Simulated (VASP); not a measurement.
# Al5GaP6 (P-4m2) in VASP: relaxation of cell and atoms with PBE

Aim: the relaxation of cell and atoms of Al5GaP6 with PBE.

Program: VASP 6.6.1. These are calculated values, not measurements. Logs are shortened: lines on timing, memory, paths and dates and some standing lists are left out, and cuts for length are marked.

### 1 The cell of the first run

Symmetry: P-4m2, No. 115, tetragonal system. The conventional cell has a = 3.895 Å, b = 3.895 Å, c = 16.491 Å, α = 90.00°, β = 90.00°, γ = 90.00°. Within 3.1 Å of Al (site symmetry 2mm) lie 4 P at 2.38 Å. Al (site symmetry 2mm) has 4 P at 2.38 Å within 3.1 Å. Al (site symmetry -4m2) has 4 P at 2.38 Å within 3.1 Å. Ga (site symmetry -4m2) has 4 P at 2.39 Å within 3.2 Å. Within 3.1 Å of P (site symmetry 2mm) lie 4 Al at 2.38 Å. P (site symmetry 2mm) has 4 Al at 2.38 Å within 3.1 Å. Within 3.1 Å of P (site symmetry 2mm) lie 2 Al at 2.38 Å and 2 Ga at 2.39 Å.

### 2 Relaxation of cell and atoms, PBE

The input, INCAR:

```
SYSTEM = Al5GaP6
PREC = Accurate ; ENCUT = 600
EDIFF = 1E-6 ; ISMEAR = 0
SIGMA = 0.02 ; LREAL = .FALSE.
LASPH = .TRUE. ; NELM = 80
ALGO = Normal ; ISIF = 3
LWAVE = .FALSE. ; LCHARG = .FALSE.
GGA = PE ; IBRION = 2
NSW = 100 ; EDIFFG = -0.01
```

The input, KPOINTS:

```
regular mesh
0
G
  8 8 2
  0 0 0
```

The input, POSCAR:

```
Al5GaP6
1.0
    3.8950960843      0.0000000000      0.0000000000
    0.0000000000      3.8950960843      0.0000000000
    0.0000000000      0.0000000000     16.4908223588
Al Ga P
5 1 6
Direct
    0.5000000000      0.5000000000      0.8333626665
    0.0000000000      0.0000000000      0.6667022078
    0.5000000000      0.5000000000      0.5000000000
    0.0000000000      0.0000000000      0.3332977922
    0.5000000000      0.5000000000      0.1666373335
    0.0000000000      0.0000000000      0.0000000000
    0.5000000000      0.0000000000      0.7500572326
    0.0000000000      0.5000000000      0.5833440850
    0.5000000000      0.0000000000      0.4166559150
    0.0000000000      0.5000000000      0.2499427674
    0.5000000000      0.0000000000      0.0836843068
    0.0000000000      0.5000000000      0.9163156932
```

Potentials or basis: VASP PAW PBE potentials, release 64 (Al, Ga_d, P).

Launch:

```bash
$ cat potpaw_PBE.64/Al/POTCAR potpaw_PBE.64/Ga_d/POTCAR potpaw_PBE.64/P/POTCAR > POTCAR
$ mpirun -np 1 vasp_std > vasp.out
```

OUTCAR:

```text
SYSTEM = Al5GaP6
   PREC = Accurate
   ENCUT = 600
   EDIFF = 1E-6
   ISMEAR = 0
   LREAL = .FALSE.
   LASPH = .TRUE.
   NELM = 80
   ISIF = 3
   GGA = PE
   IBRION = 2
   NSW = 100
   EDIFFG = -0.01

 ion  position               nearest neighbor table
   1  0.500  0.500  0.833-  12 2.38  12 2.38   7 2.38   7 2.38
   2  0.000  0.000  0.667-   7 2.38   7 2.38   8 2.38   8 2.38
   3  0.500  0.500  0.500-   8 2.38   9 2.38   9 2.38   8 2.38
   4  0.000  0.000  0.333-  10 2.38  10 2.38   9 2.38   9 2.38
   5  0.500  0.500  0.167-  11 2.38  11 2.38  10 2.38  10 2.38
   6  0.000  0.000  0.000-  11 2.39  12 2.39  12 2.39  11 2.39
   7  0.500  0.000  0.750-   1 2.38   1 2.38   2 2.38   2 2.38
   8  0.000  0.500  0.583-   3 2.38   3 2.38   2 2.38   2 2.38
   9  0.500  0.000  0.417-   3 2.38   3 2.38   4 2.38   4 2.38
  10  0.000  0.500  0.250-   5 2.38   5 2.38   4 2.38   4 2.38
  11  0.500  0.000  0.084-   5 2.38   5 2.38   6 2.39   6 2.39
  12  0.000  0.500  0.916-   1 2.38   1 2.38   6 2.39   6 2.39

  LATTYP: Found a simple tetragonal cell.
 ALAT       =     3.8950960843
 C/A-ratio  =     4.2337395540

  Lattice vectors:

 A1 = (   3.8950960843,   0.0000000000,   0.0000000000)
 A2 = (   0.0000000000,   3.8950960843,   0.0000000000)
 A3 = (   0.0000000000,   0.0000000000,  16.4908223588)

Analysis of symmetry for initial positions (statically):
=====================================================================
 Subroutine PRICEL returns:
 Original cell was already a primitive cell.

 Routine SETGRP: Setting up the symmetry group for a
 simple tetragonal supercell.

 Subroutine GETGRP returns: Found  8 space group operations
 (whereof  8 operations were pure point group operations)
 out of a pool of 16 trial point group operations.

The static configuration has the point symmetry D_2d.

Analysis of symmetry for dynamics (positions and initial velocities):
=====================================================================
 Subroutine PRICEL returns:
 Original cell was already a primitive cell.

 Routine SETGRP: Setting up the symmetry group for a
 simple tetragonal supercell.

 Subroutine GETGRP returns: Found  8 space group operations
 (whereof  8 operations were pure point group operations)
 out of a pool of 16 trial point group operations.

The dynamic configuration has the point symmetry D_2d.

 Subroutine INISYM returns: Found  8 space group operations
 (whereof  8 operations are pure point group operations),
 and found     1 'primitive' translations

----------------------------------------------------------------------------------------

                                     Primitive cell

  volume of cell :     250.1950

  direct lattice vectors                    reciprocal lattice vectors
     3.895096084  0.000000000  0.000000000     0.256733076  0.000000000  0.000000000
     0.000000000  3.895096084  0.000000000     0.000000000  0.256733076  0.000000000
     0.000000000  0.000000000 16.490822359     0.000000000  0.000000000  0.060639790

  length of vectors
     3.895096084  3.895096084 16.490822359     0.256733076  0.256733076  0.060639790

  position of ions in fractional coordinates (direct lattice)
     0.500000000  0.500000000  0.833362667
     0.000000000  0.000000000  0.666702208
     0.500000000  0.500000000  0.500000000
     0.000000000  0.000000000  0.333297792
     0.500000000  0.500000000  0.166637333
     0.000000000  0.000000000  0.000000000
     0.500000000  0.000000000  0.750057233
     0.000000000  0.500000000  0.583344085
     0.500000000  0.000000000  0.416655915
     0.000000000  0.500000000  0.249942767
     0.500000000  0.000000000  0.083684307
     0.000000000  0.500000000  0.916315693

  ion indices of the primitive-cell ions
   primitive index   ion index
                 1           1
                 2           2
                 3           3
                 4           4
                 5           5
                 6           6
                 7           7
                 8           8
                 9           9
                10          10
                11          11
                12          12

[... 73 lines left out ...]
   EDIFFG = -.1E-01   stopping-criterion for IOM
   NSW    =    100    number of steps for IOM
   IBRION =      2    ionic relax: 0-MD 1-quasi-New 2-CG
   NFREE  =      1    steps in history (QN), initial steepest desc. (CG)
   ISIF   =      3    stress and relaxation
   ISYM   =      2    0-nonsym 1-usesym 2-fastsym
   POTIM  = 0.5000    time-step for ionic-motion
   TEBEG  =    0.0;   TEEND  =   0.0 temperature during run
   PSTRESS=    0.0 pullay stress
   NELECT =      58.0000    total number of electrons
   NUPDOWN=      -1.0000    fix difference up-down
   EMIN   =  10.00;   EMAX   =-10.00  energy-range for DOS
   EFERMI =   0.00;   METHOD = LEGACY
   ISMEAR =     0;   SIGMA  =   0.02  broadening in eV -4-tet -1-fermi 0-gaus
   EFERMI_NEDOS =   21; number of points for ismear=-14 and -15
   IALGO  =     38    algorithm
   IMIX   =      4    mixing-type and parameters
     AMIX     =   0.40;   BMIX     =  1.00
     AMIX_MAG =   1.60;   BMIX_MAG =  1.00
  volume/ion in A,a.u.               =      20.85       140.70
  Fermi-wavevector in a.u.,A,eV,Ry     =   1.005676  1.900451 13.760708  1.011384
  Thomas-Fermi vector in A             =   2.138370
   LORBIT       =      0    0 simple, 1 ext, 2 COOP (PROOUT), +10 PAW based schemes
   GGA     = PE    functional components
   LHFCALC =     F    Hartree Fock is set to
   AEXX    =    0.0000 exact exchange contribution
   IVDW    =     0    specifies the selected vdW correction
   LEPSILON=     F    determine dielectric tensor
   LRPA    =     F    only Hartree local field effects (RPA)
 conjugate gradient relaxation of ions
 non-spin polarized calculation
 Gauss-broadening in eV      SIGMA  =   0.02
  energy-cutoff  :      600.00
  volume of cell :      250.20
 maximum number of plane-waves:      8384
 NGX is ok and might be reduce to    32
   NGX = 15   NGY = 15   NGZ = 65

--------------------------------------- Ionic step        1  -------------------------------------------

 number of electron      58.0000001 magnetization

 Free energy of the ion-electron system (eV)
  ---------------------------------------------------
  ext. energy  EPLUGINS =         0.00000000
  ---------------------------------------------------
  free energy    TOTEN  =       -61.00259408 eV

  energy without entropy =      -61.00259408  energy(sigma->0) =      -61.00259408

------------------------ aborting loop because EDIFF is reached ----------------------------------------

  FORCE on cell =-STRESS in cart. coord.  units (eV):
  Direction    XX          YY          ZZ          XY          YZ          ZX
  --------------------------------------------------------------------------------------
  -------------------------------------------------------------------------------------
  Total        0.0523228      0.0523228      0.2023798      0.0000000      0.0000000      0.0000000
  in kB        0.3350600      0.3350600      1.2959822      0.0000000      0.0000000      0.0000000
  external PRESSURE =       0.6553674 kB  Pullay stress =       0.0000000 kB

 VOLUME and BASIS-vectors are now :
 -----------------------------------------------------------------------------
  energy-cutoff  :      600.00
  volume of cell :      250.20
      direct lattice vectors                 reciprocal lattice vectors
     3.895096084  0.000000000  0.000000000     0.256733076  0.000000000  0.000000000
     0.000000000  3.895096084  0.000000000     0.000000000  0.256733076  0.000000000
     0.000000000  0.000000000 16.490822359     0.000000000  0.000000000  0.060639790

 POSITION                                       TOTAL-FORCE (eV/Angst)
 -----------------------------------------------------------------------------------
      1.94755      1.94755     13.74284         0.000000      0.000000     -0.001123
      0.00000      0.00000     10.99447         0.000000     -0.000000     -0.000333
      1.94755      1.94755      8.24541         0.000000     -0.000000      0.000000
      0.00000      0.00000      5.49635         0.000000      0.000000      0.000333
      1.94755      1.94755      2.74799         0.000000      0.000000      0.001123
      0.00000      0.00000      0.00000         0.000000     -0.000000      0.000000
      1.94755      0.00000     12.36906         0.000000     -0.000000     -0.000928
      0.00000      1.94755      9.61982         0.000000     -0.000000      0.000980
      1.94755      0.00000      6.87100        -0.000000     -0.000000     -0.000980
      0.00000      1.94755      4.12176        -0.000000      0.000000      0.000928
      1.94755      0.00000      1.38002         0.000000     -0.000000      0.006346
      0.00000      1.94755     15.11080         0.000000      0.000000     -0.006346
 -----------------------------------------------------------------------------------
    total drift:                                0.000000      0.000000      0.000000

  FREE ENERGIE OF THE ION-ELECTRON SYSTEM (eV)
  ---------------------------------------------------
  free  energy   TOTEN  =       -61.0025940811 eV

  energy  without entropy=      -61.0025940811  energy(sigma->0) =      -61.00259408

--------------------------------------- Ionic step        2  -------------------------------------------

 number of electron      58.0000001 magnetization

 Free energy of the ion-electron system (eV)
  ---------------------------------------------------
  ext. energy  EPLUGINS =         0.00000000
  ---------------------------------------------------
  free energy    TOTEN  =       -61.00266771 eV

  energy without entropy =      -61.00266771  energy(sigma->0) =      -61.00266771

 E-fermi :   4.4800     XC(G=0):  -9.2070

 val. band max:        4.3546129582   @ k =   0.0000   0.0000   0.0000
 cond. band min:       5.9751107116   @ k =   0.0000   0.0000   0.0000
 fundamental gap:      1.6204977534
 Fermi energy:         4.4799928315

 k-point     1 :       0.0000    0.0000    0.0000
  band No.  band energies     occupation
      1      -9.8513      2.00000
      2      -9.7703      2.00000
      3      -9.7703      2.00000
      4      -9.7243      2.00000
      5      -9.6984      2.00000
      6      -7.1975      2.00000
[... 925 lines left out ...]
     35       8.1553      0.00000
     36       8.8193      0.00000

 [... further k-points ...]

------------------------ aborting loop because EDIFF is reached ----------------------------------------

  FORCE on cell =-STRESS in cart. coord.  units (eV):
  Direction    XX          YY          ZZ          XY          YZ          ZX
  --------------------------------------------------------------------------------------
  -------------------------------------------------------------------------------------
  Total       -0.0819547     -0.0819547      0.0053351      0.0000000      0.0000000      0.0000000
  in kB       -0.5241676     -0.5241676      0.0341221      0.0000000      0.0000000      0.0000000
  external PRESSURE =      -0.3380710 kB  Pullay stress =       0.0000000 kB

 VOLUME and BASIS-vectors are now :
 -----------------------------------------------------------------------------
  energy-cutoff  :      600.00
  volume of cell :      250.50
      direct lattice vectors                 reciprocal lattice vectors
     3.895915414  0.000000000  0.000000000     0.256679084  0.000000000 -0.000000000
     0.000000000  3.895915414  0.000000000     0.000000000  0.256679084  0.000000000
     0.000000000  0.000000000 16.504239481    -0.000000000  0.000000000  0.060590493

 POSITION                                       TOTAL-FORCE (eV/Angst)
 -----------------------------------------------------------------------------------
      1.94796      1.94796     13.75396        -0.000000      0.000000     -0.002464
      0.00000      3.89592     11.00340        -0.000000      0.000000     -0.000173
      1.94796      1.94796      8.25212         0.000000      0.000000      0.000000
      0.00000      0.00000      5.50084         0.000000      0.000000      0.000173
      1.94796      1.94796      2.75028         0.000000      0.000000      0.002464
      0.00000      3.89592      0.00000         0.000000      0.000000      0.000000
      1.94796      3.89592     12.37908        -0.000000      0.000000     -0.000937
      0.00000      1.94796      9.62770         0.000000      0.000000      0.000252
      1.94796      3.89592      6.87654        -0.000000      0.000000     -0.000252
      3.89592      1.94796      4.12516         0.000000     -0.000000      0.000937
      1.94796      3.89592      1.38145         0.000000      0.000000      0.002819
      0.00000      1.94796     15.12279        -0.000000     -0.000000     -0.002819
 -----------------------------------------------------------------------------------
    total drift:                                0.000000      0.000000      0.000000

  FREE ENERGIE OF THE ION-ELECTRON SYSTEM (eV)
  ---------------------------------------------------
  free  energy   TOTEN  =       -61.0026677093 eV

  energy  without entropy=      -61.0026677093  energy(sigma->0) =      -61.00266771

 reached required accuracy - stopping structural energy minimisation
```

Run time: 5.8 min. Hardware: 1 thread of Oxide Virtual Turin-like, shared host; peak memory 0.53 GiB.

Results:

```
Free energy                           : -61.0027 eV
Relaxed volume                        : 20.88 Å³/atom
Relaxed cell                          : a = 3.896 Å, b = 3.896 Å, c = 16.504 Å, α = 90.00°, β = 90.00°, γ = 90.00°
Space group after relaxing (to 0.1 Å) : P-4m2 (No. 115)
Energy gained by relaxing             : 0.0 meV/atom
Ionic steps                           : 2
Pressure after relaxing               : 0.0 GPa
Band gap on the k mesh                : 1.62 eV
```

Forces in eV/Å, atoms in the order of the input:
```
Al   0.000  0.000 -0.002
Al   0.000  0.000  0.000
Al   0.000  0.000  0.000
Al   0.000  0.000  0.000
Al   0.000  0.000  0.002
Ga   0.000  0.000  0.000
P    0.000  0.000 -0.001
P    0.000  0.000  0.000
P    0.000  0.000  0.000
P    0.000  0.000  0.001
P    0.000  0.000  0.003
P    0.000  0.000 -0.003
```

Final structure:
```
Al Ga P
1.0
     3.89592    0.00000    0.00000
     0.00000    3.89592    0.00000
     0.00000    0.00000   16.50424
Al Ga P
5 1 6
Cartesian
  1.9480 1.9480 13.7540
  0.0000 3.8959 11.0034
  1.9480 1.9480 8.2521
  0.0000 0.0000 5.5008
  1.9480 1.9480 2.7503
  0.0000 3.8959 0.0000
  1.9480 3.8959 12.3791
  0.0000 1.9480 9.6277
  1.9480 3.8959 6.8765
  3.8959 1.9480 4.1252
  1.9480 3.8959 1.3815
  0.0000 1.9480 15.1228
```

Levels at points of the mesh, in eV from the valence-band top:
| k point | band 27 | band 28 | band 29 | band 30 | band 31 | band 32 |
| --- | --- | --- | --- | --- | --- | --- |
| (0.00, 0.00, 0.00) | -0.01 | 0.00 | 0.00 | 1.62 | 2.01 | 2.26 |
| (0.50, 0.00, 0.00) | -0.86 | -0.84 | -0.75 | 2.55 | 3.07 | 3.07 |
| (0.50, 0.50, 0.00) | -2.14 | -2.14 | -2.14 | 1.62 | 1.62 | 2.17 |
| (0.00, 0.00, 0.50) | -0.32 | -0.17 | -0.17 | 1.67 | 1.87 | 2.37 |
| (0.50, 0.00, 0.50) | -0.82 | -0.79 | -0.75 | 2.27 | 2.69 | 3.43 |
| (0.50, 0.50, 0.50) | -2.36 | -2.33 | -2.33 | 2.05 | 2.05 | 2.23 |
